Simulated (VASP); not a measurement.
# PtSe2 (P6_3/mmc) in VASP: a series of runs, part 2 of 2

VASP 6.6.1. Earlier steps stand in the parts before.

## (5) Single point, r2SCAN

This run uses another cell than the first one, of 21.01 Å³/atom.

POSCAR reads:

```
PtSe2
1.0
    3.5965019770      0.0000000000      0.0000000000
   -1.7982509885      3.1146620768      0.0000000000
    0.0000000000      0.0000000000     11.2548349238
Pt Se
2 4
Direct
    0.3333333333      0.6666666667      0.2500000000
    0.6666666667      0.3333333333      0.7500000000
    0.6666666667      0.3333333333      0.3819417251
    0.6666666667      0.3333333333      0.1180582749
    0.3333333333      0.6666666667      0.8819417251
    0.3333333333      0.6666666667      0.6180582749
```

INCAR.step1 reads:

```
SYSTEM = PtSe2
PREC = Accurate
ENCUT = 520
ISMEAR = -1
SIGMA = 0.02
LREAL = .FALSE.
LASPH = .TRUE.
NELM = 80
NBANDS = 31
GGA = PE
ALGO = Normal
EDIFF = 1E-4
LWAVE = .TRUE.
LCHARG = .FALSE.
```

INCAR.step2 reads:

```
SYSTEM = PtSe2
PREC = Accurate
ENCUT = 520
EDIFF = 1E-6
ISMEAR = -1
SIGMA = 0.02
LREAL = .FALSE.
LASPH = .TRUE.
NELM = 80
ALGO = Normal
ISIF = 2
LWAVE = .FALSE.
LCHARG = .FALSE.
METAGGA = R2SCAN
LMIXTAU = .TRUE.
NBANDS = 31
ISTART = 1
```

KPOINTS reads:

```
Automatic mesh
0
G
  12 12 2
  0 0 0
```

Potentials or basis: VASP PAW PBE potentials, release 64 (Pt, Se).

Run with:

```
> cat potpaw_PBE.64/Pt/POTCAR potpaw_PBE.64/Se/POTCAR > POTCAR
> cp INCAR.step1 INCAR
> mpirun -np 1 vasp_std > vasp.out
> cp INCAR.step2 INCAR
> mpirun -np 1 vasp_std > vasp.out
```

OUTCAR:

```text
SYSTEM = PtSe2
   PREC = Accurate
   ENCUT = 520
   EDIFF = 1E-6
   ISMEAR = -1
   LREAL = .FALSE.
   LASPH = .TRUE.
   NELM = 80
   ISIF = 2
   METAGGA = R2SCAN
   ISTART = 1

 ion  position               nearest neighbor table
   1  0.333  0.667  0.250-   3 2.55   4 2.55   3 2.55   4 2.55   3 2.55   4 2.55
   2  0.667  0.333  0.750-   5 2.55   6 2.55   5 2.55   6 2.55   5 2.55   6 2.55
   3  0.667  0.333  0.382-   1 2.55   1 2.55   1 2.55
   4  0.667  0.333  0.118-   1 2.55   1 2.55   1 2.55
   5  0.333  0.667  0.882-   2 2.55   2 2.55   2 2.55
   6  0.333  0.667  0.618-   2 2.55   2 2.55   2 2.55

  LATTYP: Found a hexagonal cell.
 ALAT       =     3.5965019770
 C/A-ratio  =     3.1293837723

  Lattice vectors:

 A1 = (   3.5965019770,   0.0000000000,   0.0000000000)
 A2 = (  -1.7982509885,   3.1146620768,   0.0000000000)
 A3 = (   0.0000000000,   0.0000000000,  11.2548349238)

Analysis of symmetry for initial positions (statically):
=====================================================================
 Subroutine PRICEL returns:
 Original cell was already a primitive cell.

 Routine SETGRP: Setting up the symmetry group for a
 hexagonal supercell.

 Subroutine GETGRP returns: Found 24 space group operations
 (whereof 12 operations were pure point group operations)
 out of a pool of 24 trial point group operations.

The static configuration has the point symmetry D_3d.
 The point group associated with its full space group is D_6h.

Analysis of symmetry for dynamics (positions and initial velocities):
=====================================================================
 Subroutine PRICEL returns:
 Original cell was already a primitive cell.

 Routine SETGRP: Setting up the symmetry group for a
 hexagonal supercell.

 Subroutine GETGRP returns: Found 24 space group operations
 (whereof 12 operations were pure point group operations)
 out of a pool of 24 trial point group operations.

The dynamic configuration has the point symmetry D_3d.
 The point group associated with its full space group is D_6h.

 Subroutine INISYM returns: Found 24 space group operations
 (whereof 12 operations are pure point group operations),
 and found     1 'primitive' translations

----------------------------------------------------------------------------------------

                                     Primitive cell

  volume of cell :     126.0754

  direct lattice vectors                    reciprocal lattice vectors
     3.596501977  0.000000000  0.000000000     0.278047949  0.160531058  0.000000000
    -1.798250988  3.114662077  0.000000000     0.000000000  0.321062117  0.000000000
     0.000000000  0.000000000 11.254834924     0.000000000  0.000000000  0.088850703

  length of vectors
     3.596501977  3.596501977 11.254834924     0.321062117  0.321062117  0.088850703

  position of ions in fractional coordinates (direct lattice)
     0.333333333  0.666666667  0.250000000
     0.666666667  0.333333333  0.750000000
     0.666666667  0.333333333  0.381941725
[... 35 lines left out ...]
 ===========================================

 Found     38 irreducible k-points:

 Following reciprocal coordinates:
            Coordinates               Weight
  0.000000  0.000000  0.000000      1.000000
  0.083333  0.000000  0.000000      6.000000
  0.166667 -0.000000  0.000000      6.000000
  0.250000  0.000000  0.000000      6.000000
  0.333333  0.000000  0.000000      6.000000
  0.416667  0.000000  0.000000      6.000000
[... 16 lines left out ...]
  0.250000  0.000000  0.500000      6.000000
  0.333333  0.000000  0.500000      6.000000
 [... further k-points ...]
   k-points           NKPTS =     38   k-points in BZ     NKDIM =     38   number of bands    NBANDS=     31
   number of dos      NEDOS =    301   number of ions     NIONS =      6
   total plane-waves  NPLWV =  65856
   dimension x,y,z NGX =    28 NGY =   28 NGZ =   84
   dimension x,y,z NGXF=    56 NGYF=   56 NGZF=  168
   ions per type =               2   4
   NGX,Y,Z   is equivalent  to a cutoff of  12.94, 12.94, 12.41 a.u.
   NGXF,Y,Z  is equivalent  to a cutoff of  25.89, 25.89, 24.82 a.u.
 SYSTEM =  PtSe2
   PREC   = accura    normal or accurate (medium, high low for compatibility)
   ISTART =      1    job   : 0-new  1-cont  2-samecut
   ICHARG =      0    charge: 1-file 2-atom 10-const
   ISPIN  =      1    spin polarized calculation?
   LNONCOLLINEAR =      F non collinear calculations
   LSORBIT =      F    spin-orbit coupling
   LASPH  =      T    aspherical Exc in radial PAW
   ENCUT  =  520.0 eV  38.22 Ry    6.18 a.u.   6.69  6.69 20.93*2*pi/ulx,y,z
   NELM   =     80;   NELMIN=  2; NELMDL=  0     # of ELM steps
   EDIFF  = 0.1E-05   stopping-criterion for ELM
   LREAL  =      F    real-space projection
   EDIFFG = 0.1E-04   stopping-criterion for IOM
   NSW    =      0    number of steps for IOM
   IBRION =     -1    ionic relax: 0-MD 1-quasi-New 2-CG
   NFREE  =      0    steps in history (QN), initial steepest desc. (CG)
   ISIF   =      2    stress and relaxation
   ISYM   =      2    0-nonsym 1-usesym 2-fastsym
   POTIM  = 0.5000    time-step for ionic-motion
   TEBEG  =    0.0;   TEEND  =   0.0 temperature during run
   PSTRESS=    0.0 pullay stress
   NELECT =      44.0000    total number of electrons
   NUPDOWN=      -1.0000    fix difference up-down
   EMIN   =  10.00;   EMAX   =-10.00  energy-range for DOS
   EFERMI =   0.00;   METHOD = LEGACY
   ISMEAR =    -1;   SIGMA  =   0.02  broadening in eV -4-tet -1-fermi 0-gaus
   EFERMI_NEDOS =   21; number of points for ismear=-14 and -15
   IALGO  =     38    algorithm
   IMIX   =      4    mixing-type and parameters
     AMIX     =   0.40;   BMIX     =  1.00
     AMIX_MAG =   1.60;   BMIX_MAG =  1.00
  volume/ion in A,a.u.               =      21.01       141.80
  Fermi-wavevector in a.u.,A,eV,Ry     =   1.152610  2.178116 18.075464  1.328509
  Thomas-Fermi vector in A             =   2.289260
   LORBIT       =      0    0 simple, 1 ext, 2 COOP (PROOUT), +10 PAW based schemes
   METAGGA = R2SCAN    functional components
   LHFCALC =     F    Hartree Fock is set to
   AEXX    =    0.0000 exact exchange contribution
   IVDW    =     0    specifies the selected vdW correction
   LEPSILON=     F    determine dielectric tensor
   LRPA    =     F    only Hartree local field effects (RPA)
 non-spin polarized calculation
  energy-cutoff  :      520.00
  volume of cell :      126.08
 maximum number of plane-waves:      3462
 NGX is ok and might be reduce to    28
   NGX = 13   NGY = 13   NGZ = 41

 number of electron      44.0000001 magnetization

 Free energy of the ion-electron system (eV)
  ---------------------------------------------------
  ext. energy  EPLUGINS =         0.00000000
  ---------------------------------------------------
  free energy    TOTEN  =      -160.22802916 eV

  energy without entropy =     -160.22632702  energy(sigma->0) =     -160.22717809

 E-fermi :   5.8641     XC(G=0): -11.1213

 val. band max:        5.8620457775   @ k =   0.0833   0.0833   0.0000
 cond. band min:       5.9308711732   @ k =   0.4167   0.1667   0.0000
 fundamental gap:      0.0688253957
 Fermi energy:         5.8641218556

 k-point     1 :       0.0000    0.0000    0.0000
  band No.  band energies     occupation
      1     -10.3019      2.00000
      2      -9.7578      2.00000
      3      -8.8840      2.00000
      4      -7.9015      2.00000
      5      -1.8326      2.00000
      6      -0.0818      2.00000
[... 805 lines left out ...]
     30      12.7181      0.00000
     31      13.1543      0.00000

 [... further k-points ...]

------------------------ aborting loop because EDIFF is reached ----------------------------------------

  FORCE on cell =-STRESS in cart. coord.  units (eV):
  Direction    XX          YY          ZZ          XY          YZ          ZX
  --------------------------------------------------------------------------------------
  -------------------------------------------------------------------------------------
  Total        1.1798675      1.1798675      0.9614322     -0.0000000      0.0000000      0.0000000
  in kB       14.9938595     14.9938595     12.2179655     -0.0000000      0.0000000      0.0000000
  external PRESSURE =      14.0685615 kB  Pullay stress =       0.0000000 kB

 VOLUME and BASIS-vectors are now :
 -----------------------------------------------------------------------------
  energy-cutoff  :      520.00
  volume of cell :      126.08
      direct lattice vectors                 reciprocal lattice vectors
     3.596501977  0.000000000  0.000000000     0.278047949  0.160531058  0.000000000
    -1.798250988  3.114662077  0.000000000     0.000000000  0.321062117  0.000000000
     0.000000000  0.000000000 11.254834924     0.000000000  0.000000000  0.088850703

 POSITION                                       TOTAL-FORCE (eV/Angst)
 -----------------------------------------------------------------------------------
     -0.00000      2.07644      2.81371        -0.000000      0.000000     -0.000000
      1.79825      1.03822      8.44113         0.000000      0.000000     -0.000000
      1.79825      1.03822      4.29869        -0.000000      0.000000     -0.020477
      1.79825      1.03822      1.32873         0.000000      0.000000      0.020477
     -0.00000      2.07644      9.92611         0.000000     -0.000000     -0.020477
     -0.00000      2.07644      6.95614         0.000000      0.000000      0.020477
 -----------------------------------------------------------------------------------
    total drift:                               -0.000000      0.000000      0.000000

  FREE ENERGIE OF THE ION-ELECTRON SYSTEM (eV)
  ---------------------------------------------------
  free  energy   TOTEN  =      -160.2280291636 eV

  energy  without entropy=     -160.2263270211  energy(sigma->0) =     -160.22717809
```

Run time: 4.4 min. Hardware: 1 thread of Intel Xeon 6975P-C (Granite Rapids), shared host; peak memory 0.34 GiB.

Results:

```yaml
Free_energy: -160.2280 eV
Pressure: 1.4 GPa
Largest_force: 0.020 eV/Å
Band_gap_on_the_k_mesh: zero (bands 22 and 23 overlap by 0.84 eV)
```

Forces in eV/Å, atoms in the order of the input:
```
Pt   0.000  0.000  0.000
Pt   0.000  0.000  0.000
Se   0.000  0.000 -0.020
Se   0.000  0.000  0.020
Se   0.000  0.000 -0.020
Se   0.000  0.000  0.020
```

Caveat: the PAW data sets were made with another functional, which shifts forces and pressure a little; spin-orbit coupling is left out, which moves the levels of the heavy elements.

## (6) Overview

```csv
level,cell,gap on the mesh (eV),pressure (GPa),largest force (eV/Å)
PBE+D3(BJ),"a = 3.581, b = 3.581, c = 10.995 Å, angles 90.0, 90.0, 120.0°, 6 atoms, atomic positions A",none,0.0,-
PBE,"a = 3.597, b = 3.597, c = 11.255 Å, angles 90.0, 90.0, 120.0°, 6 atoms, atomic positions B",none,3.4,0.23
r2SCAN+rVV10,"a = 3.597, b = 3.597, c = 11.255 Å, angles 90.0, 90.0, 120.0°, 6 atoms, atomic positions B",none,0.4,0.03
r2SCAN,"a = 3.597, b = 3.597, c = 11.255 Å, angles 90.0, 90.0, 120.0°, 6 atoms, atomic positions B",none,1.4,0.02
```

Alike in all rows: task single point; potentials or basis VASP PAW PBE potentials, release 64 (Pt, Se); no spin polarisation; k mesh 12 × 12 × 2; cutoff (eV) 520; smearing fermi-dirac 0.02 eV.

Caveats: spin-orbit coupling is left out, which moves the levels of the heavy elements; the PAW data sets were made with another functional, which shifts forces and pressure a little (at least some runs); the cell stands under pressure (at least some runs).

Total energies depend on the potentials used, so only differences within one code and one set of settings carry meaning.
